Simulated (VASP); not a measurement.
# La2S (I4/mmm) in VASP: relaxation of cell and atoms with PBE

Aim: the relaxation of cell and atoms of La2S with PBE.

Everything below comes from runs of VASP 6.6.1. Logs are shortened: lines on timing, memory, paths and dates and some standing lists are left out, and cuts for length are marked.

### Step 1. The cell of the first run

Symmetry: I4/mmm, No. 139, tetragonal system. Conventional cell: a = 5.068 Å, b = 5.068 Å, c = 7.117 Å, α = 90.00°, β = 90.00°, γ = 90.00°. Within 4.1 Å of La (site symmetry -4m2) lie 4 S at 3.10 Å and 6 La at 3.56 to 3.58 Å. S (site symmetry 4/mmm) has 8 La at 3.10 Å within 4.1 Å.

The cell was generated, and may not be a known phase.

### Step 2. Relaxation of cell and atoms, PBE

File INCAR:

```
PREC = Accurate
ENCUT = 500
EDIFF = 1E-7
ISMEAR = 0
SIGMA = 0.1
LREAL = F
LASPH = T
NELM = 200
ALGO = Normal
ISIF = 3
LWAVE = F
LCHARG = F
GGA = PE
IBRION = 2
NSW = 100
EDIFFG = -0.01
GGA_COMPAT = F
NELMIN = 4
LMAXMIX = 6
```

File KPOINTS:

```
Automatic mesh
0
Gamma
  14 14 14
```

File POSCAR:

```
La2S
1.0
   -2.5339630200      2.5339630200      3.5583081700
    2.5339630200     -2.5339630200      3.5583081700
    2.5339630200      2.5339630200     -3.5583081700
La S
2 1
Direct
    0.7500000000      0.2500000000      0.5000000000
    0.2500000000      0.7500000000      0.5000000000
    0.5000000000      0.5000000000      0.0000000000
```

Potentials or basis: VASP PAW PBE potentials, release 64 (La, S).

On the command line:

```
$ cat potpaw_PBE.64/La/POTCAR potpaw_PBE.64/S/POTCAR > POTCAR
$ mpirun -np 1 vasp_std > vasp.out
```

OUTCAR:

```text
PREC = Accurate
   ENCUT = 500
   EDIFF = 1E-7
   ISMEAR = 0
   LREAL = F
   LASPH = T
   NELM = 200
   ISIF = 3
   GGA = PE
   IBRION = 2
   NSW = 100
   EDIFFG = -0.01
   NELMIN = 4

 ion  position               nearest neighbor table
   1  0.750  0.250  0.500-   3 3.10   3 3.10   3 3.10   3 3.10   2 3.56   2 3.56   2 3.58   2 3.58
                             2 3.58   2 3.58
   2  0.250  0.750  0.500-   3 3.10   3 3.10   3 3.10   3 3.10   1 3.56   1 3.56   1 3.58   1 3.58
                             1 3.58   1 3.58
   3  0.500  0.500  0.000-   2 3.10   1 3.10   1 3.10   2 3.10   1 3.10   2 3.10   2 3.10   1 3.10

  LATTYP: Found a body centered tetragonal cell.
 ALAT       =     5.0679260400
 C/A-ratio  =     1.4042462901

  Lattice vectors:

 A1 = (  -2.5339630200,   2.5339630200,   3.5583081700)
 A2 = (   2.5339630200,  -2.5339630200,   3.5583081700)
 A3 = (   2.5339630200,   2.5339630200,  -3.5583081700)

Analysis of symmetry for initial positions (statically):
=====================================================================
 Subroutine PRICEL returns:
 Original cell was already a primitive cell.

 Routine SETGRP: Setting up the symmetry group for a
 body centered tetragonal supercell.

 Subroutine GETGRP returns: Found 16 space group operations
 (whereof 16 operations were pure point group operations)
 out of a pool of 16 trial point group operations.

The static configuration has the point symmetry D_4h.

Analysis of symmetry for dynamics (positions and initial velocities):
=====================================================================
 Subroutine PRICEL returns:
 Original cell was already a primitive cell.

 Routine SETGRP: Setting up the symmetry group for a
 body centered tetragonal supercell.

 Subroutine GETGRP returns: Found 16 space group operations
 (whereof 16 operations were pure point group operations)
 out of a pool of 16 trial point group operations.

The dynamic configuration has the point symmetry D_4h.

 Subroutine INISYM returns: Found 16 space group operations
 (whereof 16 operations are pure point group operations),
 and found     1 'primitive' translations

----------------------------------------------------------------------------------------

                                     Primitive cell

  volume of cell :      91.3911

  direct lattice vectors                    reciprocal lattice vectors
    -2.533963020  2.533963020  3.558308170     0.000000000  0.197319375  0.140516216
     2.533963020 -2.533963020  3.558308170     0.197319375  0.000000000  0.140516216
[... 93 lines left out ...]
   ISIF   =      3    stress and relaxation
   ISYM   =      2    0-nonsym 1-usesym 2-fastsym
   POTIM  = 0.5000    time-step for ionic-motion
   TEBEG  =    0.0;   TEEND  =   0.0 temperature during run
   PSTRESS=    0.0 pullay stress
   NELECT =      28.0000    total number of electrons
   NUPDOWN=      -1.0000    fix difference up-down
   EMIN   =  10.00;   EMAX   =-10.00  energy-range for DOS
   EFERMI =   0.00;   METHOD = LEGACY
   ISMEAR =     0;   SIGMA  =   0.10  broadening in eV -4-tet -1-fermi 0-gaus
   EFERMI_NEDOS =   21; number of points for ismear=-14 and -15
   IALGO  =     38    algorithm
   IMIX   =      4    mixing-type and parameters
     AMIX     =   0.40;   BMIX     =  1.00
     AMIX_MAG =   1.60;   BMIX_MAG =  1.00
  volume/ion in A,a.u.               =      30.46       205.58
  Fermi-wavevector in a.u.,A,eV,Ry     =   1.103637  2.085571 16.572087  1.218014
  Thomas-Fermi vector in A             =   2.240098
   LORBIT       =      0    0 simple, 1 ext, 2 COOP (PROOUT), +10 PAW based schemes
   GGA     = PE    functional components
   LHFCALC =     F    Hartree Fock is set to
   AEXX    =    0.0000 exact exchange contribution
   IVDW    =     0    specifies the selected vdW correction
   LEPSILON=     F    determine dielectric tensor
   LRPA    =     F    only Hartree local field effects (RPA)
 conjugate gradient relaxation of ions
 non-spin polarized calculation
 Gauss-broadening in eV      SIGMA  =   0.10
  energy-cutoff  :      500.00
  volume of cell :       91.39
 maximum number of plane-waves:      2341
 NGX is ok and might be reduce to    40
   NGX = 19   NGY = 19   NGZ = 19

--------------------------------------- Ionic step        1  -------------------------------------------

 number of electron      28.0000000 magnetization

 Free energy of the ion-electron system (eV)
  ---------------------------------------------------
  ext. energy  EPLUGINS =         0.00000000
  ---------------------------------------------------
  free energy    TOTEN  =       -17.00153433 eV

  energy without entropy =      -16.97761555  energy(sigma->0) =      -16.98957494

------------------------ aborting loop because EDIFF is reached ----------------------------------------

  FORCE on cell =-STRESS in cart. coord.  units (eV):
  Direction    XX          YY          ZZ          XY          YZ          ZX
  --------------------------------------------------------------------------------------
  -------------------------------------------------------------------------------------
  Total       -1.9722008     -1.9722008     -1.9227241      0.0000000      0.0000000      0.0000000
  in kB      -34.5746362    -34.5746362    -33.7072605      0.0000000      0.0000000      0.0000000
  external PRESSURE =     -34.2855109 kB  Pullay stress =       0.0000000 kB
[... 24 lines left out ...]
--------------------------------------- Ionic step        2  -------------------------------------------

 number of electron      28.0000000 magnetization

 E-fermi :   9.0485     XC(G=0): -10.0584

 val. band max:        9.0475854975   @ k =   0.5000   0.3571  -0.0000
 cond. band min:       9.0528965983   @ k =   0.2143   0.2143   0.2143
 fundamental gap:      0.0053111007
 Fermi energy:         9.0484952474

 k-point     1 :       0.0000    0.0000    0.0000
  band No.  band energies     occupation
      1     -24.1250      2.00000
      2     -23.6442      2.00000
      3      -8.2003      2.00000
      4      -8.1673      2.00000
      5      -8.1673      2.00000
      6      -7.1955      2.00000
[... 753 lines left out ...]
--------------------------------------- Ionic step        9  -------------------------------------------

 number of electron      27.9999999 magnetization

 Free energy of the ion-electron system (eV)
  ---------------------------------------------------
  ext. energy  EPLUGINS =         0.00000000
  ---------------------------------------------------
  free energy    TOTEN  =       -17.07246178 eV

  energy without entropy =      -17.05019104  energy(sigma->0) =      -17.06132641

 E-fermi :   8.7723     XC(G=0):  -9.9485

 val. band max:        8.7710123549   @ k =  -0.4286  -0.4286   0.2143
 cond. band min:       8.7774898482   @ k =   0.5000   0.5000   0.2143
 fundamental gap:      0.0064774933
 Fermi energy:         8.7722854759

 k-point     1 :       0.0000    0.0000    0.0000
  band No.  band energies     occupation
      1     -24.4261      2.00000
      2     -23.9895      2.00000
      3      -8.4569      2.00000
      4      -8.4544      2.00000
      5      -8.4544      2.00000
      6      -7.5208      2.00000
[... 525 lines left out ...]
  FREE ENERGIE OF THE ION-ELECTRON SYSTEM (eV)
  ---------------------------------------------------
  free  energy   TOTEN  =       -17.0724617840 eV

  energy  without entropy=      -17.0501910357  energy(sigma->0) =      -17.06132641

 reached required accuracy - stopping structural energy minimisation
```

OSZICAR:

```text
N       E                     dE             d eps       ncg     rms          rms(c)
DAV:   1     0.313867383004E+03    0.31387E+03   -0.10364E+04  8800   0.206E+03
[... 91 lines left out ...]
DAV:   3    -0.170724674055E+02    0.76097E-04   -0.44147E-04 13792   0.202E-01    0.171E-02
DAV:   4    -0.170724642108E+02    0.31947E-05   -0.37461E-05 17302   0.730E-02    0.545E-03
DAV:   5    -0.170724629772E+02    0.12337E-05   -0.77214E-06 16734   0.246E-02    0.579E-03
DAV:   6    -0.170724619326E+02    0.10446E-05   -0.12967E-06 16006   0.107E-02    0.218E-03
DAV:   7    -0.170724621670E+02   -0.23447E-06   -0.31987E-07 11480   0.554E-03    0.208E-03
DAV:   8    -0.170724618507E+02    0.31630E-06   -0.43561E-08  9052   0.391E-03    0.639E-04
DAV:   9    -0.170724617840E+02    0.66689E-07   -0.19458E-08  5948   0.235E-03
   9 F= -.17072462E+02 E0= -.17061326E+02  d E =-.175995E-04
```

CONTCAR:

```text
La2S
   1.00000000000000
    -2.4697405513954518    2.4697405513954518    3.4909253795232607
     2.4697405513954518   -2.4697405513954518    3.4909253795232607
     2.4697405513954518    2.4697405513954518   -3.4909253795232607
  La              S
     2     1
Direct
     0.7500000000000000    0.2500000000000000    0.5000000000000000
     0.2500000000000000    0.7500000000000000    0.5000000000000000
     0.5000000000000000    0.5000000000000000    1.0000000000000000

  0.00000000E+00  0.00000000E+00  0.00000000E+00
  0.00000000E+00  0.00000000E+00  0.00000000E+00
  0.00000000E+00  0.00000000E+00  0.00000000E+00
```

It took 46 min on 1 thread of Oxide Virtual Turin-like, shared host; peak memory 0.55 GiB.

What came out:

```
Free energy                           : -17.0725 eV
Relaxed volume                        : 28.39 Å³/atom
Relaxed cell                          : a = 4.938 Å, b = 4.938 Å, c = 4.938 Å, α = 119.98°, β = 119.98°, γ = 90.03°
Space group after relaxing (to 0.1 Å) : Fm-3m (No. 225)
Energy gained by relaxing             : 23.6 meV/atom
Ionic steps                           : 9
Pressure after relaxing               : 0.0 GPa
Band gap on the k mesh                : zero (bands 14 and 15 overlap by 1.48 eV)
```

Step by step:
```csv
step,energy change (eV),largest force (eV/Å),pressure (GPa),volume (Å³)
1,0.0000,0.0000,-3.43,91.39
2,-0.0609,0.0000,1.52,83.04
3,-0.0708,0.0000,0.01,85.17
4,-0.0707,0.0000,-0.08,85.29
5,-0.0708,0.0000,-0.07,85.29
6,-0.0709,0.0000,-0.06,85.27
7,-0.0709,0.0000,-0.06,85.27
8,-0.0709,0.0000,0.10,85.03
9,-0.0709,0.0000,0.00,85.17
```

Final structure:
```
La S
1.0
    -2.46974    2.46974    3.49093
     2.46974   -2.46974    3.49093
     2.46974    2.46974   -3.49093
La S
2 1
Direct
  0.75000 0.25000 0.50000
  0.25000 0.75000 0.50000
  0.50000 0.50000 0.00000
```

Levels at points of the mesh, in eV from the Fermi level:
```
           k point  band 11  band 12  band 13  band 14  band 15  band 16  band 17  band 18
(0.00, 0.00, 0.00)    -5.22    -5.22    -1.48    -1.48    -1.14     1.53     1.53     1.53
(0.50, 0.00, 0.00)    -4.54    -4.35    -0.31     0.17     0.18     1.11     1.11     1.12
(0.50, 0.50, 0.00)    -3.95    -3.95    -1.42    -0.47    -0.27     1.07     1.32     1.48
(0.50, 0.50, 0.50)    -3.95    -3.95    -1.42    -0.47    -0.28     1.07     1.33     1.48
```

Caveat: spin-orbit coupling is left out, which moves the levels of the heavy elements.
